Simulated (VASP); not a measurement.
Wanted: the native input for a VASP 6.6.1 run.

```
Task                   : single point
Functional             : LDA
Potentials or basis    : VASP PAW LDA potentials, release 64 (Si)
Cutoff                 : 520 eV
k mesh                 : 7 × 7 × 7
Occupations            : tetrahedron
Spin                   : no spin polarisation
Dipole correction      : no
Further INCAR settings : ALGO = Normal; EDIFF = 1e-06; NBANDS = 11
```

The structure of Si lies in POSCAR:

```
Si
1.0
    0.0000000000      2.7135600000      2.7135600000
    2.7135600000      0.0000000000      2.7135600000
    2.7135600000      2.7135600000      0.0000000000
Si
2
Direct
    0.7467534474      0.7454674588      0.7464758201
    0.4967484226      0.4954470512      0.4965092899
```

The input as run:

INCAR

```
SYSTEM = Si
PREC = Accurate ; ENCUT = 520
EDIFF = 1E-6 ; ISMEAR = -5
SIGMA = 0.1 ; LREAL = .False.
LASPH = .True. ; NELM = 80
ALGO = Normal ; ISIF = 2
LWAVE = .False. ; LCHARG = .True.
LELF = .True. ; LVHAR = .True.
NBANDS = 11
```

KPOINTS

```
regular mesh
0
Gamma
  7 7 7
  0 0 0
```

Potentials or basis: VASP PAW LDA potentials, release 64 (Si).

Run with:

```console
$ cat potpaw_LDA.64/Si/POTCAR > POTCAR
$ mpirun -np 1 vasp_std > vasp.out
```

It gave:

The pressure is -1.2 GPa and the band gap on the k mesh is 0.46 eV (least direct gap 2.52 eV).

Caveat: an odd mesh through Γ misses points on the zone boundary, where band edges can lie.

Wall time 69 s on 1 thread of Intel Xeon 8259CL, on a shared host, peak memory 0.16 GiB.
